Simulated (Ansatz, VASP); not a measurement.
# Two plane-wave programs on HfN

```
CELL_PARAMETERS angstrom
0.00000 2.30136 2.30136
2.25900 0.04236 2.25900
2.25900 2.25900 0.04236
ATOMIC_POSITIONS crystal
Hf 0.00000 0.00000 0.00000
N 0.50000 0.50000 0.50000
```

Change from the starting cell: strain +0.0375 x Voigt [0, 0, 0, 1, 0, 0], atoms carried along.

Alike in both runs: task single point; functional PBEsol; k mesh 18 × 18 × 18; occupations gaussian, width 0.15 eV; no spin polarisation.

```csv
,VASP,Ansatz
version,VASP 6.6.1,Ansatz 0.2.0
potentials or method,"VASP PAW PBE potentials, release 64 (Hf_pv, N), cutoff 520 eV","scalar-relativistic, plane waves, PAW"
valence electrons in the cell,15,31
```

Ansatz gave:

```
gap on the k mesh at the Fermi level (eV)                     : none
pressure (GPa)                                                : -2.9
traceless stress, the component that is largest in VASP (GPa) : -4.56
```

Estimate VASP's values.

gap on the k mesh at the Fermi level (eV): none; pressure (GPa): -5.1; traceless stress, the component that is largest in VASP (GPa): -4.63.

VASP's potentials were made for PBE, not for PBEsol. A gap of «none» marks a metal or a gap that the smearing closes. VASP's potentials hold 15 valence electrons a cell and Ansatz's 31, so a difference there can come from the potentials and not from the codes.

Neither program's run includes spin-orbit coupling.
